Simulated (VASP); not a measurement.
Set up this calculation in VASP 6.6.1, as the native input.

* Task: single point
* Functional: r2SCAN
* Potentials or basis: VASP PAW PBE potentials, release 64 (S)
* Cutoff: 550 eV
* k mesh: 12 × 12 × 12
* Occupations: methfessel-paxton, width 0.02 eV
* Spin: no spin polarisation
* Dipole correction: no
* Further INCAR settings: ALGO = Normal; EDIFF = 1e-06; NBANDS = 9

The system is S.

```
S
1.0
     1.63850    0.94599    0.86133
    -1.63850    0.94599    0.86133
     0.00000   -1.89198    0.86133
S
1
Direct
  0.00000 0.00000 0.00000
```

These files were run (other wordings do the same):

POSCAR

```
S
1.0
    1.6385000000      0.9459884161      0.8613333333
   -1.6385000000      0.9459884161      0.8613333333
    0.0000000000     -1.8919768321      0.8613333333
S
1
Direct
    0.0000000000      0.0000000000      0.0000000000
```

INCAR.step1

```
PREC = Accurate
ENCUT = 550
ISMEAR = 1
SIGMA = 0.02
LREAL = False
LASPH = True
NELM = 120
NBANDS = 9
GGA = PE
ALGO = Normal
EDIFF = 1E-5
LWAVE = True
LCHARG = False
GGA_COMPAT = False
```

INCAR.step2

```
PREC = Accurate
ENCUT = 550
EDIFF = 1E-6
ISMEAR = 1
SIGMA = 0.02
LREAL = False
LASPH = True
NELM = 120
ALGO = Normal
ISIF = 2
LWAVE = False
LCHARG = True
METAGGA = R2SCAN
LMIXTAU = True
LELF = True
LVHAR = True
NBANDS = 9
ISTART = 1
GGA_COMPAT = False
```

KPOINTS

```
Automatic mesh
0
Gamma
  12 12 12
```

Potentials or basis: VASP PAW PBE potentials, release 64 (S).

Run with:

```bash
$ cat potpaw_PBE.64/S/POTCAR > POTCAR
$ cp INCAR.step1 INCAR
$ mpirun -np 1 vasp_std > vasp.out
$ cp INCAR.step2 INCAR
$ mpirun -np 1 vasp_std > vasp.out
```

Results of the run:

```yaml
Pressure: 215.8 GPa
Band_gap_on_the_k_mesh: zero (bands 3 and 4 overlap by 15.48 eV)
```

Caveat: the cell stands under pressure; the PAW data sets were made with another functional, which shifts forces and pressure a little.

Wall time 25 s on 1 thread of AMD EPYC 9R45 96-Core Processor (Zen 5) (shared host), peak memory 0.09 GiB.
